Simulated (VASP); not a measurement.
Input of a VASP 6.6.1 run:

The input POSCAR:

```
Pb
1.0
    0.0000000000      3.4842552460      3.4842552460
    3.4842552460      0.0000000000      3.4842552460
    3.4842552460      3.4842552460      0.0000000000
Pb
2
Direct
    0.2500000000      0.2500000000      0.2500000000
    0.0000000000      0.0000000000      0.0000000000
```

Contents of INCAR.step1:

```
SYSTEM = Pb
PREC     = Accurate       ! precision mode
ENCUT    = 520            ! plane-wave cutoff, eV
ISMEAR   = -1             ! smearing method
SIGMA    = 0.05           ! smearing width, eV
LREAL    = .False.        ! projectors in reciprocal space
LASPH    = .True.         ! aspherical terms in the spheres
NELM     = 60             ! most SCF steps
NBANDS   = 21             ! bands
GGA      = PE             ! functional
ALGO     = Normal         ! electronic algorithm
EDIFF    = 1E-4           ! SCF threshold, eV
LWAVE    = .True.         ! write WAVECAR
LCHARG   = .False.        ! write CHGCAR
```

File INCAR.step2:

```
SYSTEM = Pb
PREC     = Accurate       ! precision mode
ENCUT    = 520            ! plane-wave cutoff, eV
EDIFF    = 1E-6           ! SCF threshold, eV
ISMEAR   = -1             ! smearing method
SIGMA    = 0.05           ! smearing width, eV
LREAL    = .False.        ! projectors in reciprocal space
LASPH    = .True.         ! aspherical terms in the spheres
NELM     = 60             ! most SCF steps
ALGO     = Normal         ! electronic algorithm
ISIF     = 2              ! what is computed and relaxed
LWAVE    = .False.        ! write WAVECAR
LCHARG   = .False.        ! write CHGCAR
METAGGA  = R2SCAN         ! meta-GGA
LMIXTAU  = .True.       
NBANDS   = 21             ! bands
ISTART   = 1
```

The input KPOINTS:

```
regular mesh
0
Gamma
  7 7 7
  0 0 0
```

Potentials or basis: VASP PAW PBE potentials, release 64 (Pb_d).

Run with:

```console
$ cat potpaw_PBE.64/Pb_d/POTCAR > POTCAR
$ cp INCAR.step1 INCAR
$ mpirun -np 1 vasp_std > vasp.out
$ cp INCAR.step2 INCAR
$ mpirun -np 1 vasp_std > vasp.out
```

Problem. What does it give for the pressure?

Solution. -0.2 GPa.

Problem. Predict the band gap on the k mesh.

Solution. Zero (band 14 reaches 4.22 eV, above the bottom of band 15 at 3.12 eV).

Caveat: the PAW data sets were made with another functional, which shifts forces and pressure a little; spin-orbit coupling is left out, which moves the levels of the heavy elements.
